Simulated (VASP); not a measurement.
# SrCd in VASP: a series of runs

Runs on SrCd. Level: LDA. Tasks: electric field gradients.

Program: VASP 6.6.1. These are calculated values, not measurements. Logs are shortened: lines on timing, memory, paths and dates and some standing lists are left out, and cuts for length are marked.

**1. The cell of the first run**

It takes space group R-3m (No. 166, trigonal). Conventional cell: a = 5.633 Å, b = 5.633 Å, c = 7.003 Å, α = 90.00°, β = 90.00°, γ = 120.00°. Within 4.5 Å of Sr (site symmetry -3m) lie 8 Cd at 3.46 to 3.50 Å and 6 Sr at 4.00 Å. Cd (site symmetry -3m) has 8 Sr at 3.46 to 3.50 Å and 6 Cd at 4.00 Å within 4.5 Å.

**2. Electric field gradients, LDA (equal xy, yz and zx shear strains of +1 %)**

INCAR

```
SYSTEM = SrCd
ALGO = Normal
EDIFF = 1E-8
ENCUT = 520
ISIF = 2
ISMEAR = -1
LASPH = .True.
LCHARG = .False.
LEFG = .True.
LREAL = .False.
LWAVE = .False.
NBANDS = 18
NELM = 60
PREC = Accurate
SIGMA = 0.08
```

KPOINTS

```
k-points
0
Gamma
  10 10 10
  0 0 0
```

POSCAR

```
SrCd
1.0
    4.0030000000      0.0200150000      0.0200150000
    0.0200150000      4.0030000000      0.0200150000
    0.0200150000      0.0200150000      4.0030000000
Sr Cd
1 1
Direct
    0.5000000000      0.5000000000      0.5000000000
    0.0000000000      0.0000000000      0.0000000000
```

Potentials or basis: VASP PAW LDA potentials, release 64 (Sr_sv, Cd).

Run with:

```bash
$ cat potpaw_LDA.64/Sr_sv/POTCAR potpaw_LDA.64/Cd/POTCAR > POTCAR
$ mpirun -np 1 vasp_std > vasp.out
```

OUTCAR:

```text
SYSTEM = SrCd
   EDIFF = 1E-8
   ENCUT = 520
   ISIF = 2
   ISMEAR = -1
   LASPH = .True.
   LREAL = .False.
   NELM = 60
   PREC = Accurate

 ion  position               nearest neighbor table
   1  0.500  0.500  0.500-   2 3.46   2 3.46   2 3.46   2 3.46   2 3.46   2 3.46   2 3.50   2 3.50

   2  0.000  0.000  0.000-   1 3.46   1 3.46   1 3.46   1 3.46   1 3.46   1 3.46   1 3.50   1 3.50

  LATTYP: Found a trigonal (rhomboedric) cell.
 ALAT       =     4.0031000737
 COS(alpha) =     0.0100244988

  Lattice vectors:

 A1 = (   4.0030000000,   0.0200150000,   0.0200150000)
 A2 = (   0.0200150000,   4.0030000000,   0.0200150000)
 A3 = (   0.0200150000,   0.0200150000,   4.0030000000)

Analysis of symmetry for initial positions (statically):
=====================================================================
 Subroutine PRICEL returns:
 Original cell was already a primitive cell.

 Routine SETGRP: Setting up the symmetry group for a
 trigonal (rhombohedral) supercell.

 Subroutine GETGRP returns: Found 12 space group operations
 (whereof 12 operations were pure point group operations)
 out of a pool of 12 trial point group operations.

The static configuration has the point symmetry D_3d.

Analysis of symmetry for dynamics (positions and initial velocities):
=====================================================================
 Subroutine PRICEL returns:
 Original cell was already a primitive cell.

 Routine SETGRP: Setting up the symmetry group for a
 trigonal (rhombohedral) supercell.

 Subroutine GETGRP returns: Found 12 space group operations
 (whereof 12 operations were pure point group operations)
 out of a pool of 12 trial point group operations.

The dynamic configuration has the point symmetry D_3d.

 Subroutine INISYM returns: Found 12 space group operations
 (whereof 12 operations are pure point group operations),
 and found     1 'primitive' translations

----------------------------------------------------------------------------------------

                                     Primitive cell

  volume of cell :      64.1393

  direct lattice vectors                    reciprocal lattice vectors
     4.003000000  0.020015000  0.020015000     0.249825070 -0.001242911 -0.001242911
[... 124 lines left out ...]
 number of electron      21.9999999 magnetization

 Free energy of the ion-electron system (eV)
  ---------------------------------------------------
  ext. energy  EPLUGINS =         0.00000000
  ---------------------------------------------------
  free energy    TOTEN  =        -4.10018148 eV

  energy without entropy =       -4.07385812  energy(sigma->0) =       -4.08701980

 E-fermi :   2.0665     XC(G=0):  -9.4363

 val. band max:        2.0635629267   @ k =  -0.3000   0.5000   0.3000
 cond. band min:       2.0717836642   @ k =   0.5000   0.3000   0.3000
 fundamental gap:      0.0082207375
 Fermi energy:         2.0665040167

 k-point     1 :       0.0000    0.0000    0.0000
  band No.  band energies     occupation
      1     -33.5214      2.00000
      2     -15.5601      2.00000
      3     -15.5601      2.00000
      4     -15.5552      2.00000
      5      -6.5556      2.00000
      6      -6.5556      2.00000
[... 481 lines left out ...]
      5      -6.5130      2.00000
      6      -6.4818      2.00000
[... 10 lines left out ...]
     17       7.9967      0.00000
     18       9.2478      0.00000

 [... further k-points ...]

------------------------ aborting loop because EDIFF is reached ----------------------------------------

  FORCE on cell =-STRESS in cart. coord.  units (eV):
  Direction    XX          YY          ZZ          XY          YZ          ZX
  --------------------------------------------------------------------------------------
  -------------------------------------------------------------------------------------
  Total       -0.7797351     -0.7797351     -0.7797351     -0.0775980     -0.0775980     -0.0775980
  in kB      -19.4775073    -19.4775073    -19.4775073     -1.9383717     -1.9383717     -1.9383717
  external PRESSURE =     -19.4775073 kB  Pullay stress =       0.0000000 kB

 VOLUME and BASIS-vectors are now :
 -----------------------------------------------------------------------------
  energy-cutoff  :      520.00
  volume of cell :       64.14
      direct lattice vectors                 reciprocal lattice vectors
     4.003000000  0.020015000  0.020015000     0.249825070 -0.001242911 -0.001242911
     0.020015000  4.003000000  0.020015000    -0.001242911  0.249825070 -0.001242911
     0.020015000  0.020015000  4.003000000    -0.001242911 -0.001242911  0.249825070

 POSITION                                       TOTAL-FORCE (eV/Angst)
 -----------------------------------------------------------------------------------
      2.02151      2.02151      2.02151        -0.000000      0.000000      0.000000
      0.00000      0.00000      0.00000         0.000000     -0.000000      0.000000
 -----------------------------------------------------------------------------------
    total drift:                                0.000000      0.000000     -0.000000

  FREE ENERGIE OF THE ION-ELECTRON SYSTEM (eV)
  ---------------------------------------------------
  free  energy   TOTEN  =        -4.1001814815 eV

  energy  without entropy=       -4.0738581185  energy(sigma->0) =       -4.08701980

 Electric field gradients (V/A^2)
---------------------------------------------------------------------
 ion       V_xx      V_yy      V_zz      V_xy      V_xz      V_yz
---------------------------------------------------------------------
   1       0.000    -0.000     0.000     0.488     0.488     0.488
   2       0.000    -0.000     0.000    -1.631    -1.631    -1.631
---------------------------------------------------------------------

 Electric field gradients after diagonalization (V/A^2)
 (convention: |V_zz| > |V_xx| > |V_yy|)
----------------------------------------------------------------------
 ion       V_xx      V_yy      V_zz     asymmetry (V_yy - V_xx)/ V_zz
----------------------------------------------------------------------
   1      -0.488    -0.488     0.975       0.000
   2       1.631     1.631    -3.263       0.000
----------------------------------------------------------------------

           NMR quadrupolar parameters

 Cq : quadrupolar parameter    Cq=e*Q*V_zz/h
 eta: asymmetry parameters     (V_yy - V_xx)/ V_zz
 Q  : nuclear electric quadrupole moment in mb (millibarn)
----------------------------------------------------------------------
 ion       Cq(MHz)       eta       Q (mb)
----------------------------------------------------------------------
   1       0.002       0.000       1.000
   2      -0.008       0.000       1.000
----------------------------------------------------------------------
```

OSZICAR:

```text
N       E                     dE             d eps       ncg     rms          rms(c)
DAV:   1     0.135655710138E+03    0.13566E+03   -0.11171E+04  4224   0.113E+03
DAV:   2     0.245052900590E+01   -0.13321E+03   -0.12937E+03  4524   0.288E+02
DAV:   3    -0.411287943975E+01   -0.65634E+01   -0.65127E+01  6958   0.550E+01
DAV:   4    -0.423759347961E+01   -0.12471E+00   -0.12451E+00  5116   0.494E+00
DAV:   5    -0.423888253501E+01   -0.12891E-02   -0.12888E-02  5674   0.442E-01    0.165E+01
DAV:   6    -0.410991523001E+01    0.12897E+00   -0.43603E-01  4560   0.538E+00    0.875E+00
DAV:   7    -0.410137878767E+01    0.85364E-02   -0.37853E-02  4770   0.148E+00    0.146E+00
DAV:   8    -0.410023757566E+01    0.11412E-02   -0.49310E-03  6250   0.681E-01    0.210E-01
DAV:   9    -0.410016908892E+01    0.68487E-04   -0.38228E-04  6130   0.117E-01    0.277E-02
DAV:  10    -0.410017921324E+01   -0.10124E-04   -0.35787E-05  6638   0.276E-02    0.145E-02
DAV:  11    -0.410018138592E+01   -0.21727E-05   -0.28779E-06  5158   0.106E-02    0.864E-03
DAV:  12    -0.410018149449E+01   -0.10857E-06   -0.22574E-07  5274   0.302E-03    0.257E-03
DAV:  13    -0.410018148108E+01    0.13415E-07   -0.53767E-08  6900   0.106E-03    0.444E-04
DAV:  14    -0.410018148146E+01   -0.37880E-09   -0.96161E-10  2662   0.187E-04
   1 F= -.41001815E+01 E0= -.40870198E+01  d E =-.263234E-01
```

stdout:

```text
POSCAR found type information on POSCAR SrCd
 POSCAR found :  2 types and       2 ions
 scaLAPACK will be used
 LDA part: xc-table for (Slater(with rela. corr.)+CA(PZ))
 , standard interpolation
 POSCAR, INCAR and KPOINTS ok, starting setup
 FFT: planning ... GRIDC
 FFT: planning ... GRID_SOFT
 FFT: planning ... GRID
 WAVECAR not read
 entering main loop
ion   1

ion   2
```

Run time: 1.7 min. Hardware: 1 thread of Oxide Virtual Turin-like, shared host; peak memory 0.23 GiB.

What came out:

- Free energy: -4.1002 eV
- Pressure: -1.9 GPa
- Band gap on the k mesh: zero (band 11 reaches 3.39 eV, above the bottom of band 12 at 1.29 eV)

Stress tensor (GPa, compression positive):
```
-1.95 -0.19 -0.19
-0.19 -1.95 -0.19
-0.19 -0.19 -1.95
```

Levels at points of the mesh, in eV from the Fermi level:
| k point | band 7 | band 8 | band 9 | band 10 | band 11 | band 12 | band 13 | band 14 | band 15 | band 16 |
| --- | --- | --- | --- | --- | --- | --- | --- | --- | --- | --- |
| (0.00, 0.00, 0.00) | -8.48 | -8.48 | -8.46 | -5.83 | 1.33 | 1.33 | 4.00 | 4.00 | 4.01 | 5.16 |
| (0.50, 0.00, 0.00) | -8.50 | -8.46 | -8.45 | -3.62 | -2.42 | 1.70 | 2.18 | 2.25 | 5.22 | 6.11 |
| (0.50, 0.50, 0.00) | -8.54 | -8.53 | -8.34 | -3.18 | -0.01 | 0.06 | 1.10 | 3.81 | 3.84 | 6.15 |
| (0.50, 0.50, 0.50) | -8.55 | -8.34 | -8.34 | -0.85 | -0.82 | -0.77 | -0.77 | 4.58 | 4.73 | 4.73 |

Electric field gradients, principal values (V/Å²):
```
atom   least  middle  greatest (by size)
1 Sr  -0.488  -0.488               0.975
2 Cd   1.631   1.631              -3.263
```

Caveat: the cell differs from its parent crystal (equal xy, yz and zx shear strains of +1 %); without QUAD_EFG the Cq values of the log hold for a quadrupole moment of 1 mb, not for the nuclei.

(Part 1 of 3 ends here.)
